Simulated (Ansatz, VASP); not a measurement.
# Au: VASP beside Ansatz

Contents of POSCAR:

```
Au
1.0
   -1.6987007250      1.6987007250      1.7401324500
    1.6987007250     -1.6987007250      1.7401324500
    1.6987007250      1.6987007250     -1.7401324500
Au
1
Direct
    0.0000000000      0.0000000000      0.0000000000
```

Contents of INCAR.step1:

```
ALGO = Normal
EDIFF = 1E-4
ENCUT = 520
GGA = PE
ISMEAR = 0
LASPH = T
LCHARG = F
LREAL = F
LWAVE = T
NBANDS = 12
NELM = 100
PREC = Accurate
SIGMA = 0.15
```

Contents of INCAR.step2:

```
ALGO = Normal
EDIFF = 1E-6
ENCUT = 520
ISIF = 2
ISMEAR = 0
ISTART = 1
LASPH = T
LCHARG = F
LMIXTAU = T
LREAL = F
LWAVE = F
METAGGA = R2SCAN
NBANDS = 12
NELM = 100
PREC = Accurate
SIGMA = 0.15
```

File KPOINTS:

```
k-points
0
Gamma
  20 20 20
```

Input for Ansatz:

```yaml
crystal:
  lattice:
    - [-1.698700725, 1.698700725, 1.74013245]
    - [1.698700725, -1.698700725, 1.74013245]
    - [1.698700725, 1.698700725, -1.74013245]
  atoms:
    - { symbol: Au, position: [0.0, 0.0, 0.0] }
basis:
  ecutwfc: 500
kpoints:
  mp_grid: { grid: [20, 20, 20] }
hamiltonian:
  xc: r2scan
scf:
  occupations: { method: gaussian, width: 0.15 }
output:
  forces: true
  stress: true
  eigenvalues: true
```

Change from the starting cell: strain +0.025 along x and y, +0.050 along z, atoms carried along.

Alike in both runs: task single point; functional r2SCAN; k mesh 20 × 20 × 20; occupations gaussian, width 0.15 eV; no spin polarisation.

|  | VASP | Ansatz |
| --- | --- | --- |
| version | VASP 6.6.1 | Ansatz 0.2.0 |
| potentials or method | VASP PAW PBE potentials, release 64 (Au), cutoff 520 eV | scalar-relativistic, plane waves, PAW |
| valence electrons in the cell | 11 | 19 |

|  | VASP | Ansatz | Ansatz less VASP |
| --- | --- | --- | --- |
| gap on the k mesh at the Fermi level (eV) | none | none | - |
| pressure (GPa) | -13.3 | -13.4 | -0.09 |
| traceless stress, the component that is largest in VASP (GPa) | 0.11 | 0.11 | -0.003 |

VASP's potentials were made for PBE, not for r2SCAN. A gap of «none» marks a metal or a gap that the smearing closes. VASP's potentials hold 11 valence electrons a cell and Ansatz's 19, so a difference there can come from the potentials and not from the codes.

Spin-orbit coupling is off throughout.
